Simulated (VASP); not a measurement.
A run of VASP 6.6.1 is set up as follows.

Contents of INCAR:

```
  ALGO = Normal
  EDIFF = 1E-6
  ENCUT = 520
  GGA = CA
  ISIF = 2
  ISMEAR = 0
  LASPH = T
  LCHARG = F
  LREAL = F
  LWAVE = F
  NBANDS = 16
  NELM = 100
  PREC = Accurate
  SIGMA = 0.05
```

Contents of KPOINTS:

```
k-points
0
Gamma
  9 9 6
```

POSCAR

```
AlN
1.0
    3.0629797860      0.0000000000      0.0000000000
   -1.5314898930      2.6526183059      0.0000000000
    0.0000000000      0.0000000000      4.9025525410
Al N
2 2
Direct
    0.3147813304      0.6666666667      0.0015210182
    0.6852186696      0.3333333333      0.5015210182
    0.3498904753      0.6666666667      0.3834789818
    0.6501095247      0.3333333333      0.8834789818
```

Potentials or basis: VASP PAW LDA potentials, release 64 (Al, N).

The run is started by

```console
$ cat potpaw_LDA.64/Al/POTCAR potpaw_LDA.64/N/POTCAR > POTCAR
$ mpirun -np 1 vasp_std > vasp.out
```

(1) What does it give for the pressure?

(2) What does it give for the band gap on the k mesh?

(3) What does it give for the largest force?

## Answers

(1) 6.1 GPa.

(2) 4.61 eV, direct.

(3) 0.330 eV/Å.
